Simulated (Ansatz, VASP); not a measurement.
# Two plane-wave programs on Rb2FeCl6F

INCAR

```
SYSTEM = Rb2FeCl6F
PREC = Accurate ; ENCUT = 520
EDIFF = 1E-6 ; ISMEAR = -1
SIGMA = 0.0145 ; LREAL = .False.
LASPH = .True. ; NELM = 150
ALGO = Normal ; ISIF = 2
LWAVE = .False. ; LCHARG = .True.
ISPIN = 2 ; MAGMOM = 2.34 0.05 0.05 0.05 0.05 0.05 0.05 0.01 0.01 0.16
LORBIT = 11 ; LMAXMIX = 4
GGA = PE ; LELF = .True.
LVHAR = .True. ; NBANDS = 52
```

The input KPOINTS:

```
regular mesh
0
Gamma
  3 3 3
  0 0 0
```

The input POSCAR:

```
Rb2FeCl6F
1.0
    0.0000000000      4.8105080000      4.8105080000
    4.8105080000      0.0000000000      4.8105080000
    4.8105080000      4.8105080000      0.0000000000
Fe Cl Rb F
1 6 2 1
Direct
    0.0000000000      0.0000000000      0.0000000000
    0.7843000000      0.2157000000      0.2157000000
    0.2157000000      0.7843000000      0.2157000000
    0.2157000000      0.7843000000      0.7843000000
    0.7843000000      0.2157000000      0.7843000000
    0.2157000000      0.2157000000      0.7843000000
    0.7843000000      0.7843000000      0.2157000000
    0.2500000000      0.2500000000      0.2500000000
    0.7500000000      0.7500000000      0.7500000000
    0.5000000000      0.5000000000      0.5000000000
```

Input for Ansatz:

```yaml
crystal:
  lattice:
    - [0.0, 4.810508, 4.810508]
    - [4.810508, 0.0, 4.810508]
    - [4.810508, 4.810508, 0.0]
  atoms:
    - { symbol: Fe, position: [0.0, 0.0, 0.0] }
    - { symbol: Cl, position: [0.7843, 0.2157, 0.2157] }
    - { symbol: Cl, position: [0.2157, 0.7843, 0.2157] }
    - { symbol: Cl, position: [0.2157, 0.7843, 0.7843] }
    - { symbol: Cl, position: [0.7843, 0.2157, 0.7843] }
    - { symbol: Cl, position: [0.2157, 0.2157, 0.7843] }
    - { symbol: Cl, position: [0.7843, 0.7843, 0.2157] }
    - { symbol: Rb, position: [0.25, 0.25, 0.25] }
    - { symbol: Rb, position: [0.75, 0.75, 0.75] }
    - { symbol: F, position: [0.5, 0.5, 0.5] }
  symmetry: { tolerance: 0.0003 }
kpoints:
  mp_grid: { grid: [3, 3, 3], shift: [0, 0, 0] }
magnetization:
  spin_polarized: true
scf:
  occupations: { method: fermi_dirac, width: 0.0145 }
  lower_state_search: light
hamiltonian:
  pseudopotentials: { kind: paw }
  xc: pbe
basis:
  ecutwfc: 420
  ecutrho_ratio: 4
output:
  forces: true
  stress: true
  eigenvalues: true
```

Alike in both runs: task single point; functional PBE; k mesh 3 × 3 × 3; occupations fermi-dirac, width 0.0145 eV; collinear spin.

|  | VASP | Ansatz |
| --- | --- | --- |
| version | VASP 6.6.1 | Ansatz 0.2.0 |
| potentials or method | VASP PAW PBE potentials, release 64 (Fe, Cl, Rb_sv, F), cutoff 520 eV | PAW plane waves |
| valence electrons in the cell | 75 | 83 |

|  | VASP | Ansatz | Ansatz less VASP |
| --- | --- | --- | --- |
| gap on the k mesh at the Fermi level (eV) | none | none | - |
| pressure (GPa) | 11.9 | 12.0 | +0.02 |
| rms of the force components (eV/Å) | 1.487 | 1.477 | -0.0099 |
| net moment per atom (μB) | 0.25 | 0.30 | +0.045 |
| size of the moment on the site where the two differ most (μB) | 2.24 | 2.12 | -0.113 |

Site moments also hang on the region over which each program counts them. Atom by atom the forces differ by 0.010 eV/Å (rms over components). A gap of «none» marks a metal or a gap that the smearing closes. VASP's potentials hold 75 valence electrons a cell and Ansatz's 83, so a difference there can come from the potentials and not from the codes. Ansatz's warnings: no starting moments.

The k mesh is coarse, so the values compare programs but aren't converged.
